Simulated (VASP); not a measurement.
Pt: single point with PBE

Crystal: Pt.

```
Pt
1.0
     2.75854    0.00000    0.00000
    -1.37927    2.62786    0.00000
     0.00000    0.00000    4.78138
Pt
2
Direct
  0.66667 0.33333 0.75000
  0.33333 0.66667 0.25000
```

This cell differs from its parent crystal: normal strain along x +0.0000, normal strain along y +0.1000.

- Program: VASP 6.6.1
- Task: single point
- Functional: PBE
- Potentials or basis: VASP PAW PBE potentials, release 64 (Pt)
- Cutoff: 520 eV
- k mesh: 18 × 18 × 10
- Occupations: gaussian, width 0.15 eV
- Spin: no spin polarisation
- Dipole correction: no
- Further INCAR settings: ALGO = Fast; EDIFF = 1e-06; NBANDS = 17

| Property | Result |
| --- | --- |
| Pressure | -16.9 GPa |
| Largest force | 0.028 eV/Å |
| Band gap on the k mesh | zero (bands 10 and 11 overlap by 1.12 eV) |

Forces on the atoms (eV/Å):
```
Pt   0.000 -0.028  0.000
Pt   0.000  0.028  0.000
```

Stress tensor (GPa, compression positive):
```
-12.49   0.00   0.00
  0.00 -22.43   0.00
  0.00   0.00 -15.82
```

Levels at points of the mesh, in eV from the Fermi level:
```csv
k point,band 6,band 7,band 8,band 9,band 10,band 11,band 12,band 13,band 14,band 15
"(0.00, 0.00, 0.00)",-2.18,-1.97,-1.87,-1.65,-0.34,-0.07,0.03,4.69,14.65,16.47
"(0.50, 0.00, 0.00)",-2.19,-2.12,0.03,0.05,0.25,2.32,3.65,7.48,9.02,9.29
"(0.00, 0.50, 0.00)",-2.50,-2.48,-0.04,0.20,0.25,1.65,2.69,6.50,8.14,8.38
"(0.00, 0.00, 0.50)",-3.27,-2.32,-2.32,-0.86,-0.86,-0.53,-0.53,12.30,12.30,15.03
"(0.50, 0.00, 0.50)",-1.80,-0.63,-0.63,0.22,0.22,2.02,2.02,6.15,6.15,13.90
"(0.00, 0.50, 0.50)",-1.33,-0.79,-0.79,0.12,0.12,1.38,1.38,4.89,4.89,13.85
```

Wall time 3.6 min on 1 thread of Intel(R) Xeon(R) Platinum 8259CL CPU @ 2.50GHz (Skylake/Cascade Lake), with other jobs on the host, peak memory 0.37 GiB.

Caveat: the cell differs from its parent crystal (normal strain along x +0.0000, normal strain along y +0.1000); the stress differs along the axes, from -22 to -12 GPa; spin-orbit coupling is left out, which moves the levels of the heavy elements.
